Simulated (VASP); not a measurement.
# AlGa2N3 (I4/mmm) in VASP: further runs

Runs on AlGa2N3. Level: PBE. Tasks: single point, relaxation of cell and atoms.

Everything below comes from runs of VASP 6.6.1. Logs are shortened: lines on timing, memory, paths and dates and some standing lists are left out, and cuts for length are marked.

## 1. The cell of the first run

It takes space group I4/mmm (No. 139, tetragonal). The conventional cell has a = 3.403 Å, b = 3.403 Å, c = 14.436 Å, α = 90.00°, β = 90.00°, γ = 90.00°. Al (site symmetry 4/mmm) has 6 N at 2.41 Å within 3.2 Å. Within 3.2 Å of Ga (site symmetry 4mm) lie 6 N at 2.41 Å. N (site symmetry 4mm) has 5 Ga at 2.41 Å and 1 Al at 2.41 Å within 3.2 Å. Within 3.2 Å of N (site symmetry 4/mmm) lie 4 Al at 2.41 Å and 2 Ga at 2.41 Å.

## 2. Single point, PBE

The input, INCAR:

```
PREC = Accurate
ENCUT = 520
EDIFF = 1E-7
ISMEAR = 0
SIGMA = 0.1
LREAL = False
LASPH = True
NELM = 60
ALGO = Normal
ISIF = 2
LWAVE = False
LCHARG = False
GGA = PE
NBANDS = 31
```

The input, KPOINTS:

```
regular mesh
0
Gamma
  8 8 8
```

The input, POSCAR:

```
AlGa2N3
1.0
   -1.7013352700      1.7013352700      7.2181542300
    1.7013352700     -1.7013352700      7.2181542300
    1.7013352700      1.7013352700     -7.2181542300
Al Ga N
1 2 3
Direct
    0.0000000000      0.0000000000      0.0000000000
    0.6666666700      0.6666666700      0.0000000000
    0.3333333300      0.3333333300      0.0000000000
    0.1666666700      0.1666666700      0.0000000000
    0.8333333300      0.8333333300      0.0000000000
    0.5000000000      0.5000000000      0.0000000000
```

Potentials or basis: VASP PAW PBE potentials, release 64 (Al, Ga_d, N).

Launch:

```sh
$ cat potpaw_PBE.64/Al/POTCAR potpaw_PBE.64/Ga_d/POTCAR potpaw_PBE.64/N/POTCAR > POTCAR
$ mpirun -np 1 vasp_std > vasp.out
```

OUTCAR:

```text
PREC = Accurate
   ENCUT = 520
   EDIFF = 1E-7
   ISMEAR = 0
   LREAL = False
   LASPH = True
   NELM = 60
   ISIF = 2
   GGA = PE

 ion  position               nearest neighbor table
   1  0.000  0.000  0.000-   6 2.41   6 2.41   6 2.41   6 2.41   5 2.41   4 2.41
   2  0.667  0.667  0.000-
   3  0.333  0.333  0.000-
   4  0.167  0.167  0.000-   1 2.41
   5  0.833  0.833  0.000-   1 2.41
   6  0.500  0.500  0.000-   1 2.41   1 2.41   1 2.41   1 2.41

  LATTYP: Found a body centered tetragonal cell.
 ALAT       =     3.4026705400
 C/A-ratio  =     4.2426406819

  Lattice vectors:

 A1 = (  -1.7013352700,   1.7013352700,   7.2181542300)
 A2 = (   1.7013352700,  -1.7013352700,   7.2181542300)
 A3 = (   1.7013352700,   1.7013352700,  -7.2181542300)

Analysis of symmetry for initial positions (statically):
=====================================================================
 Subroutine PRICEL returns:
 Original cell was already a primitive cell.

 Routine SETGRP: Setting up the symmetry group for a
 body centered tetragonal supercell.

 Subroutine GETGRP returns: Found 16 space group operations
 (whereof 16 operations were pure point group operations)
 out of a pool of 16 trial point group operations.

The static configuration has the point symmetry D_4h.

Analysis of symmetry for dynamics (positions and initial velocities):
=====================================================================
 Subroutine PRICEL returns:
 Original cell was already a primitive cell.

 Routine SETGRP: Setting up the symmetry group for a
 body centered tetragonal supercell.

 Subroutine GETGRP returns: Found 16 space group operations
 (whereof 16 operations were pure point group operations)
 out of a pool of 16 trial point group operations.

The dynamic configuration has the point symmetry D_4h.

 Subroutine INISYM returns: Found 16 space group operations
 (whereof 16 operations are pure point group operations),
 and found     1 'primitive' translations

----------------------------------------------------------------------------------------

                                     Primitive cell

  volume of cell :      83.5730

  direct lattice vectors                    reciprocal lattice vectors
    -1.701335270  1.701335270  7.218154230     0.000000000  0.293886813  0.069269786
     1.701335270 -1.701335270  7.218154230     0.293886813  0.000000000  0.069269786
     1.701335270  1.701335270 -7.218154230     0.293886813  0.293886813  0.000000000

  length of vectors
     7.608602624  7.608602624  7.608602624     0.301939997  0.301939997  0.415618716

  position of ions in fractional coordinates (direct lattice)
     0.000000000  0.000000000  0.000000000
     0.666666670  0.666666670  0.000000000
     0.333333330  0.333333330  0.000000000
     0.166666670  0.166666670  0.000000000
     0.833333330  0.833333330  0.000000000
     0.500000000  0.500000000  0.000000000

  ion indices of the primitive-cell ions
   primitive index   ion index
                 1           1
                 2           2
                 3           3
                 4           4
                 5           5
                 6           6

----------------------------------------------------------------------------------------

 KPOINTS: regular mesh

Automatic generation of k-mesh.
 Grid dimensions read from file:
 generate k-points for:    8    8    8

 Generating k-lattice:

  Cartesian coordinates                     Fractional coordinates (reciprocal lattice)
     0.000000000  0.036735852  0.008658723     0.125000000 -0.000000000  0.000000000
     0.036735852  0.000000000  0.008658723    -0.000000000  0.125000000  0.000000000
     0.036735852  0.036735852  0.000000000     0.000000000  0.000000000  0.125000000

  Length of vectors
     0.037742500  0.037742500  0.051952340

  Shift w.r.t. Gamma in fractional coordinates (k-lattice)
     0.000000000  0.000000000  0.000000000

 Subroutine IBZKPT returns following result:
 ===========================================

 Found     59 irreducible k-points:

 Following reciprocal coordinates:
            Coordinates               Weight
  0.000000  0.000000  0.000000      1.000000
  0.125000 -0.000000  0.000000      8.000000
  0.250000 -0.000000  0.000000      8.000000
  0.375000 -0.000000  0.000000      8.000000
  0.500000 -0.000000  0.000000      4.000000
  0.125000  0.125000  0.000000      8.000000
[... 16 lines left out ...]
  0.250000  0.125000  0.125000     16.000000
  0.375000  0.125000  0.125000      8.000000
 [... further k-points ...]
   k-points           NKPTS =     59   k-points in BZ     NKDIM =     59   number of bands    NBANDS=     31
   number of dos      NEDOS =    301   number of ions     NIONS =      6
   total plane-waves  NPLWV = 216000
   dimension x,y,z NGX =    60 NGY =   60 NGZ =   60
   dimension x,y,z NGXF=   120 NGYF=  120 NGZF=  120
   ions per type =               1   2   3
   NGX,Y,Z   is equivalent  to a cutoff of  13.11, 13.11, 13.11 a.u.
   NGXF,Y,Z  is equivalent  to a cutoff of  26.22, 26.22, 26.22 a.u.
 SYSTEM =  unknown system
   PREC   = accura    normal or accurate (medium, high low for compatibility)
   ISTART =      0    job   : 0-new  1-cont  2-samecut
   ICHARG =      2    charge: 1-file 2-atom 10-const
   ISPIN  =      1    spin polarized calculation?
   LNONCOLLINEAR =      F non collinear calculations
   LSORBIT =      F    spin-orbit coupling
   LASPH  =      T    aspherical Exc in radial PAW
   ENCUT  =  520.0 eV  38.22 Ry    6.18 a.u.  14.15 14.15 14.15*2*pi/ulx,y,z
   NELM   =     60;   NELMIN=  2; NELMDL= -5     # of ELM steps
   EDIFF  = 0.1E-06   stopping-criterion for ELM
   LREAL  =      F    real-space projection
   EDIFFG = 0.1E-05   stopping-criterion for IOM
   NSW    =      0    number of steps for IOM
   IBRION =     -1    ionic relax: 0-MD 1-quasi-New 2-CG
   NFREE  =      0    steps in history (QN), initial steepest desc. (CG)
   ISIF   =      2    stress and relaxation
   ISYM   =      2    0-nonsym 1-usesym 2-fastsym
   POTIM  = 0.5000    time-step for ionic-motion
   TEBEG  =    0.0;   TEEND  =   0.0 temperature during run
   PSTRESS=    0.0 pullay stress
   NELECT =      44.0000    total number of electrons
   NUPDOWN=      -1.0000    fix difference up-down
   EMIN   =  10.00;   EMAX   =-10.00  energy-range for DOS
   EFERMI =   0.00;   METHOD = LEGACY
   ISMEAR =     0;   SIGMA  =   0.10  broadening in eV -4-tet -1-fermi 0-gaus
   EFERMI_NEDOS =   21; number of points for ismear=-14 and -15
   IALGO  =     38    algorithm
   IMIX   =      4    mixing-type and parameters
     AMIX     =   0.40;   BMIX     =  1.00
     AMIX_MAG =   1.60;   BMIX_MAG =  1.00
  volume/ion in A,a.u.               =      13.93        94.00
  Fermi-wavevector in a.u.,A,eV,Ry     =   1.321916  2.498058 23.775649  1.747461
  Thomas-Fermi vector in A             =   2.451635
   LORBIT       =      0    0 simple, 1 ext, 2 COOP (PROOUT), +10 PAW based schemes
   GGA     = PE    functional components
   LHFCALC =     F    Hartree Fock is set to
   AEXX    =    0.0000 exact exchange contribution
   IVDW    =     0    specifies the selected vdW correction
   LEPSILON=     F    determine dielectric tensor
   LRPA    =     F    only Hartree local field effects (RPA)
 non-spin polarized calculation
 Gauss-broadening in eV      SIGMA  =   0.10
  energy-cutoff  :      520.00
  volume of cell :       83.57
 maximum number of plane-waves:      2268
 NGX is ok and might be reduce to    60
   NGX = 29   NGY = 29   NGZ = 29

 number of electron      44.0000007 magnetization

 Free energy of the ion-electron system (eV)
  ---------------------------------------------------
  ext. energy  EPLUGINS =         0.00000000
  ---------------------------------------------------
  free energy    TOTEN  =       -32.30470707 eV

  energy without entropy =      -32.29814870  energy(sigma->0) =      -32.30142789

 E-fermi :   4.0504     XC(G=0): -10.6936

 val. band max:        4.0314285511   @ k =   0.2500   0.2500   0.2500
 cond. band min:       4.1226672772   @ k =  -0.1250  -0.1250   0.1250
 fundamental gap:      0.0912387260
 Fermi energy:         4.0504287564

 k-point     1 :       0.0000    0.0000    0.0000
  band No.  band energies     occupation
      1     -10.4697      2.00000
      2     -10.2496      2.00000
      3     -10.1874      2.00000
      4     -10.1625      2.00000
      5     -10.1277      2.00000
      6     -10.1277      2.00000
[... 23 lines left out ...]
     30      13.9353      0.00000
     31      13.9666      0.00000

 k-point     2 :       0.1250   -0.0000    0.0000
  band No.  band energies     occupation
      1     -10.4377      2.00000
      2     -10.2346      2.00000
      3     -10.1797      2.00000
      4     -10.1563      2.00000
      5     -10.1310      2.00000
      6     -10.1281      2.00000
[... 23 lines left out ...]
     30      13.5322      0.00000
     31      13.6371      0.00000

 k-point     3 :       0.2500   -0.0000    0.0000
  band No.  band energies     occupation
      1     -10.3614      2.00000
      2     -10.2106      2.00000
      3     -10.1623      2.00000
      4     -10.1425      2.00000
      5     -10.1355      2.00000
      6     -10.1353      2.00000
[... 23 lines left out ...]
     30      12.0094      0.00000
     31      12.5334      0.00000

 k-point     4 :       0.3750   -0.0000    0.0000
  band No.  band energies     occupation
      1     -10.2855      2.00000
      2     -10.1984      2.00000
      3     -10.1558      2.00000
      4     -10.1540      2.00000
      5     -10.1512      2.00000
      6     -10.1431      2.00000
[... 635 lines left out ...]
     30      11.8512      0.00000
     31      11.9442      0.00000

 k-point    23 :       0.2500    0.1250    0.1250
  band No.  band energies     occupation
      1     -10.3802      2.00000
      2     -10.3489      2.00000
      3     -10.1796      2.00000
      4     -10.1564      2.00000
      5     -10.1475      2.00000
      6     -10.1324      2.00000
[... 23 lines left out ...]
     30      11.9911      0.00000
     31      12.0069      0.00000

 k-point    24 :       0.3750    0.1250    0.1250
  band No.  band energies     occupation
      1     -10.3840      2.00000
      2     -10.3770      2.00000
      3     -10.1787      2.00000
      4     -10.1591      2.00000
      5     -10.1527      2.00000
      6     -10.1301      2.00000
[... 23 lines left out ...]
     30      11.9090      0.00000
     31      12.0557      0.00000

 [... further k-points ...]
[... 5 lines left out ...]
  --------------------------------------------------------------------------------------
  -------------------------------------------------------------------------------------
  Total      -18.3317870    -18.3317870    -18.1409054      0.0000000     -0.0000000      0.0000000
  in kB     -351.4385718   -351.4385718   -347.7791817      0.0000000     -0.0000000      0.0000000
  external PRESSURE =    -350.2187751 kB  Pullay stress =       0.0000000 kB

 VOLUME and BASIS-vectors are now :
 -----------------------------------------------------------------------------
  energy-cutoff  :      520.00
  volume of cell :       83.57
      direct lattice vectors                 reciprocal lattice vectors
    -1.701335270  1.701335270  7.218154230     0.000000000  0.293886813  0.069269786
     1.701335270 -1.701335270  7.218154230     0.293886813  0.000000000  0.069269786
     1.701335270  1.701335270 -7.218154230     0.293886813  0.293886813  0.000000000

 POSITION                                       TOTAL-FORCE (eV/Angst)
 -----------------------------------------------------------------------------------
      0.00000      0.00000      0.00000         0.000000      0.000000      0.000000
      0.00000      0.00000      9.62421         0.000000      0.000000      0.049102
      0.00000      0.00000      4.81210         0.000000      0.000000     -0.049102
      0.00000      0.00000      2.40605        -0.000000     -0.000000     -0.407584
      0.00000      0.00000     12.03026        -0.000000     -0.000000      0.407584
      0.00000      0.00000      7.21815         0.000000      0.000000     -0.000000
 -----------------------------------------------------------------------------------
    total drift:                               -0.000000      0.000000     -0.000000

  FREE ENERGIE OF THE ION-ELECTRON SYSTEM (eV)
  ---------------------------------------------------
  free  energy   TOTEN  =       -32.3047070720 eV

  energy  without entropy=      -32.2981487023  energy(sigma->0) =      -32.30142789
```

Wall time 4.9 min (1 thread of Intel Xeon 6975P-C (Granite Rapids), shared host); peak memory 0.54 GiB.

Results:

* Free energy: -32.3047 eV
* Pressure: -35.0 GPa
* Largest force: 0.408 eV/Å
* Band gap on the k mesh: zero (bands 22 and 23 overlap by 0.75 eV)

Forces on the atoms (eV/Å):
```
Al   0.000  0.000  0.000
Ga   0.000  0.000  0.049
Ga   0.000  0.000 -0.049
N    0.000  0.000 -0.408
N    0.000  0.000  0.408
N    0.000  0.000  0.000
```

Stress tensor (GPa, compression positive):
```
-35.14   0.00   0.00
  0.00 -35.14   0.00
  0.00   0.00 -34.78
```

Levels at points of the mesh, in eV from the Fermi level:
```tsv
k point	band 18	band 19	band 20	band 21	band 22	band 23	band 24	band 25	band 26	band 27
(0.00, 0.00, 0.00)	-1.46	-1.46	-1.03	-0.21	-0.21	-0.21	0.65	1.58	6.75	7.08
(0.50, 0.00, 0.00)	-1.74	-0.59	-0.27	-0.19	-0.16	3.25	3.95	4.27	4.54	4.59
(0.50, 0.50, 0.00)	-3.20	-2.76	-2.69	-1.85	-1.85	-0.77	1.67	2.40	6.75	7.14
(0.50, 0.50, 0.50)	-1.85	-0.74	-0.68	-0.68	-0.63	-0.63	1.99	2.31	6.54	7.52
```

Caveat: the cell stands under tension; semilocal functionals underestimate gaps, and a narrow one can read as zero.

## 3. Single point, PBE

This run uses another cell than the first one, of 9.31 Å³/atom.

The input, INCAR:

```
PREC = Accurate
ENCUT = 520
EDIFF = 1E-6
ISMEAR = 0
SIGMA = 0.1
LREAL = F
LASPH = T
NELM = 100
ALGO = Normal
ISIF = 2
LWAVE = F
LCHARG = F
GGA = PE
NBANDS = 31
```

KPOINTS is that of step 2.

The input, POSCAR:

```
AlGa2N3
1.0
   -1.4863967442      1.4863967442      6.3181246359
    1.4863967442     -1.4863967442      6.3181246359
    1.4863967442      1.4863967442     -6.3181246359
Al Ga N
1 2 3
Direct
    0.0000000000      0.0000000000      0.0000000000
    0.6657851301      0.6657851301      0.0000000000
    0.3342148699      0.3342148699      0.0000000000
    0.1633475093      0.1633475093      0.0000000000
    0.8366524907      0.8366524907      0.0000000000
    0.5000000000      0.5000000000      0.0000000000
```

Potentials or basis: VASP PAW PBE potentials, release 64 (Al, Ga_d, N).

Launch:

```sh
$ cat potpaw_PBE.64/Al/POTCAR potpaw_PBE.64/Ga_d/POTCAR potpaw_PBE.64/N/POTCAR > POTCAR
$ mpirun -np 1 vasp_std > vasp.out
```

Wall time 2.6 min (1 thread of Intel Xeon 6975P-C (Granite Rapids), shared host); peak memory 0.39 GiB.

The run converged. Its results:

| Item | Value |
| --- | --- |
| Free energy | -36.7766 eV |
| Pressure | 0.5 GPa |
| Largest force | 0.021 eV/Å |
| Band gap on the k mesh | 1.24 eV (least direct gap 2.17 eV) |

Forces on the atoms (eV/Å):
```
Al   0.000  0.000  0.000
Ga   0.000  0.000 -0.004
Ga   0.000  0.000  0.004
N    0.000  0.000 -0.021
N    0.000  0.000  0.021
N    0.000  0.000  0.000
```

Levels at points of the mesh, in eV from the valence-band top:
```csv
k point,band 18,band 19,band 20,band 21,band 22,band 23,band 24,band 25,band 26,band 27
"(0.00, 0.00, 0.00)",-2.31,-2.31,-0.42,-0.39,-0.39,2.48,2.71,4.59,6.75,8.72
"(0.50, 0.00, 0.00)",-2.62,-1.07,-0.47,-0.29,-0.25,4.88,6.39,6.67,7.48,7.56
"(0.50, 0.50, 0.00)",-4.28,-4.02,-3.95,-2.95,-2.94,1.24,3.74,5.44,6.89,8.48
"(0.50, 0.50, 0.50)",-2.39,-1.34,-1.34,-0.89,-0.89,1.31,4.85,5.86,6.53,10.11
```

(Continued in part 2 of 2.)

The gap in the log of VASP goes by the Fermi energy; the results here count the filled bands.